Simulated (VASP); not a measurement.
The system is CdSn5O.

```
CELL_PARAMETERS angstrom
5.27593 0.00000 0.00000
0.00000 5.27593 0.00000
0.00000 0.00000 7.19458
ATOMIC_POSITIONS crystal
Cd 0.50000 0.50000 0.00000
Sn 0.50000 0.00000 0.50000
Sn 0.00000 0.50000 0.50000
Sn 0.00000 0.00000 0.76083
Sn 0.00000 0.00000 0.23917
Sn 0.50000 0.50000 0.50000
O 0.00000 0.00000 0.50000
```

The cell was generated, and may not be a known phase.

| Property | Result |
| --- | --- |
| Program | VASP 6.6.1 |
| Task | relaxation of cell and atoms |
| Functional | PBE |
| Potentials or basis | VASP PAW PBE potentials, release 64 (Cd, Sn_d, O) |
| Cutoff | 600 eV |
| k mesh | 3 × 3 × 3 |
| Occupations | gaussian, width 0.2 eV |
| Spin | no spin polarisation |

At the start: pressure 12.7 GPa; volume 28.61 Å³/atom.

Q: Where does the relaxation end?

A: Over 10 steps the energy falls by 299.0 meV/atom and the volume is 33.57 Å³/atom (+17.3 %); space group P4/mmm (No. 123, to 0.1 Å) before and after.

Step by step:
```tsv
step	energy change (eV)	largest force (eV/Å)	pressure (GPa)	volume (Å³)
1	0.0000	5.8493	12.68	200.26
2	-1.1351	0.9916	-3.93	273.24
3	-1.9086	0.0366	-0.14	236.67
4	-1.9097	0.0877	0.00	235.90
5	-1.9099	0.1385	0.14	235.15
6	-2.0233	0.1877	-0.16	237.13
7	-2.0770	0.2467	-0.22	239.26
8	-2.0778	0.2548	-0.20	239.51
9	-2.0860	0.1671	-0.20	237.93
10	-2.0933	0.0151	-0.16	235.00
```

Final structure:
```cif
data_structure
_symmetry_space_group_name_H-M 'P 1'
_symmetry_Int_Tables_number 1
_cell_length_a 5.7057
_cell_length_b 5.7057
_cell_length_c 7.2186
_cell_angle_alpha 90.000
_cell_angle_beta 90.000
_cell_angle_gamma 90.000
_cell_volume 235.00
loop_
_atom_site_label
_atom_site_type_symbol
_atom_site_fract_x
_atom_site_fract_y
_atom_site_fract_z
_atom_site_occupancy
Cd1 Cd 0.50000 0.50000 0.00000 1
Sn1 Sn 0.50000 0.00000 0.50000 1
Sn2 Sn 0.00000 0.50000 0.50000 1
Sn3 Sn 0.00000 0.00000 0.79183 1
Sn4 Sn 0.00000 0.00000 0.20817 1
Sn5 Sn 0.50000 0.50000 0.50000 1
O1 O 0.00000 0.00000 0.50000 1
```

Caveat: the k points lie up to 0.37 Å⁻¹ apart in the final cell; the volume moved by over 15 % at a fixed basis, so the end points are rough.
